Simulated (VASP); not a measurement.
Wanted: the native input for a VASP 6.6.1 run.

```
Task                   : single point
Functional             : PBEsol
Potentials or basis    : VASP PAW PBE potentials, release 64 (Sr_sv)
Cutoff                 : 520 eV
k mesh                 : 12 × 12 × 12
Occupations            : gaussian, width 0.05 eV
Spin                   : no spin polarisation
Dipole correction      : no
Further INCAR settings : ALGO = Normal; EDIFF = 1e-07; NBANDS = 11
```

The structure of Sr lies in POSCAR:

```
Sr
1.0
    0.0000000000      2.9563965125      2.9563965125
    2.9563965125      0.0000000000      2.9563965125
    2.9563965125      2.9563965125      0.0000000000
Sr
1
Direct
    0.0000000000      0.0000000000      0.0000000000
```

These files were run (other wordings do the same):

INCAR

```
  PREC = Accurate
  ENCUT = 520
  EDIFF = 1E-7
  ISMEAR = 0
  SIGMA = 0.05
  LREAL = F
  LASPH = T
  NELM = 100
  ALGO = Normal
  ISIF = 2
  LWAVE = F
  LCHARG = F
  GGA = PS
  NBANDS = 11
```

KPOINTS

```
regular mesh
0
Gamma
  12 12 12
```

Potentials or basis: VASP PAW PBE potentials, release 64 (Sr_sv).

Command:

```bash
$ cat potpaw_PBE.64/Sr_sv/POTCAR > POTCAR
$ mpirun -np 1 vasp_std > vasp.out
```

It gave:

| Property | Result |
| --- | --- |
| Pressure | 0.0 GPa |
| Band gap on the k mesh | zero (filled and empty bands touch) |

Caveat: the PAW data sets were made with another functional, which shifts forces and pressure a little.

It took 13 s on 1 thread of Intel(R) Xeon(R) 6975P-C (Granite Rapids) (shared host), peak memory 0.19 GiB.
